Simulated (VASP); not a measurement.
Write the native input for VASP 6.6.1 that does the following.

* Task: single point
* Functional: LDA
* Potentials or basis: VASP PAW LDA potentials, release 64 (Cu, As)
* Cutoff: 520 eV
* k mesh: 12 × 12 × 8
* Occupations: gaussian, width 0.15 eV
* Spin: no spin polarisation
* Dipole correction: no
* Further INCAR settings: ALGO = Normal; EDIFF = 1e-06; NBANDS = 24

The structure of CuAs lies in POSCAR:

```
CuAs
1.0
    3.5151000000      0.0000000000      0.0000000000
   -1.7575500000      3.0441658968      0.0000000000
    0.0000000000      0.0000000000      4.9876000000
Cu As
2 2
Direct
    0.0000000000      0.0000000000      0.5000000000
    0.0000000000      0.0000000000      0.0000000000
    0.6666666667      0.3333333333      0.7500000000
    0.3333333333      0.6666666667      0.2500000000
```

These files were run (other wordings do the same):

INCAR

```
SYSTEM = CuAs
ALGO     = Normal         ! electronic algorithm
EDIFF    = 1E-6           ! SCF threshold, eV
ENCUT    = 520            ! plane-wave cutoff, eV
GGA      = CA             ! functional
ISIF     = 2              ! what is computed and relaxed
ISMEAR   = 0              ! smearing method
LASPH    = .TRUE.         ! aspherical terms in the spheres
LCHARG   = .TRUE.         ! write CHGCAR
LELF     = .TRUE.         ! ELF
LREAL    = .FALSE.        ! projectors in reciprocal space
LVHAR    = .TRUE.       
LWAVE    = .FALSE.        ! write WAVECAR
NBANDS   = 24             ! bands
NELM     = 60             ! most SCF steps
PREC     = Accurate       ! precision mode
SIGMA    = 0.15           ! smearing width, eV
```

KPOINTS

```
k-points
0
G
  12 12 8
  0 0 0
```

Potentials or basis: VASP PAW LDA potentials, release 64 (Cu, As).

Command:

```bash
$ cat potpaw_LDA.64/Cu/POTCAR potpaw_LDA.64/As/POTCAR > POTCAR
$ mpirun -np 1 vasp_std > vasp.out
```

It gave:

| Item | Value |
| --- | --- |
| Pressure | 21.5 GPa |
| Band gap on the k mesh | zero (band 16 reaches 10.90 eV, above the bottom of band 17 at 7.95 eV) |

Wall time 56 s on 1 thread of Intel(R) Xeon(R) 6975P-C (Granite Rapids), with other jobs on the host, peak memory 0.23 GiB.
